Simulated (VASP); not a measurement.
Wanted: the native input for a VASP 6.6.1 run.

```
Task                   : single point
Functional             : PBEsol
Potentials or basis    : VASP PAW PBE potentials, release 64 (Br)
Cutoff                 : 520 eV
k mesh                 : 11 × 11 × 11
Occupations            : fermi-dirac, width 0.1 eV
Spin                   : no spin polarisation
Dipole correction      : no
Further INCAR settings : ALGO = Normal; EDIFF = 1e-06; NBANDS = 14
```

The structure of Br lies in POSCAR:

```
Br
1.0
    0.0000000000      2.8899609983      2.8899609983
    2.8899609983      0.0000000000      2.8899609983
    2.8899609983      2.8899609983      0.0000000000
Br
2
Direct
   -0.1250000000     -0.1250000000     -0.1250000000
    0.1250000000      0.1250000000      0.1250000000
```

This cell differs from its parent crystal: volume scaled by 0.6.

The input as run:

INCAR

```
PREC = Accurate ; ENCUT = 520
EDIFF = 1E-6 ; ISMEAR = -1
SIGMA = 0.1 ; LREAL = False
LASPH = True ; NELM = 60
ALGO = Normal ; ISIF = 2
LWAVE = False ; LCHARG = False
GGA = PS ; NBANDS = 14
```

KPOINTS

```
regular mesh
0
Gamma
  11 11 11
```

Potentials or basis: VASP PAW PBE potentials, release 64 (Br).

Launch:

```console
$ cat potpaw_PBE.64/Br/POTCAR > POTCAR
$ mpirun -np 1 vasp_std > vasp.out
```

Results of the run:

| Quantity | Value |
| --- | --- |
| Pressure | 29.8 GPa |
| Band gap on the k mesh | zero (band 7 reaches 5.41 eV, above the bottom of band 8 at 1.92 eV) |

Caveat: the PAW data sets were made with another functional, which shifts forces and pressure a little.

It took 16 s on 1 thread of AMD EPYC 9R45 96-Core Processor (Zen 5), with other jobs on the host, peak memory 0.15 GiB.
